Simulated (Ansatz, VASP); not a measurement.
# One calculation of C, two programs

```
C
1.0
     0.03567    1.80123    1.80123
     1.80123    0.03567    1.80123
     1.80123    1.80123    0.03567
C
2
Cartesian
  1.8191 1.8191 1.8191
  2.7286 2.7286 2.7286
```

Change from the starting cell: equal xy, yz and zx shear strains of +2 %, crystal datasets.

Alike in both runs: task electric field gradients; functional LDA; k mesh 16 × 16 × 16; occupations fermi-dirac, width 0.03 eV; no spin polarisation.

|  | VASP | Ansatz |
| --- | --- | --- |
| version | VASP 6.6.1 | Ansatz 0.2.0 |
| potentials or method | VASP PAW LDA potentials, release 64 (C), cutoff 520 eV | all-electron PAW with datasets made for the crystal, scalar-relativistic |

```tsv
	VASP	Ansatz	Ansatz less VASP
gap on the k mesh at the Fermi level (eV)	4.05	4.05	+0.006
pressure (GPa)	-11.0	-12.4	-1.35
traceless stress, the component that is largest in VASP (GPa)	-10.94	-10.89	+0.046
rms of the force components (eV/Å)	0.026	0.021	-0.0052
size of Vzz on the site where it differs most (V/Å²)	4.4	4.1	-0.31
```

LDA's correlation is that of Perdew and Zunger in VASP and of Perdew and Wang (1992) in Ansatz. Atom by atom the forces differ by 0.005 eV/Å (rms over components). Ansatz ran all-electron here, and VASP with PAW potentials.
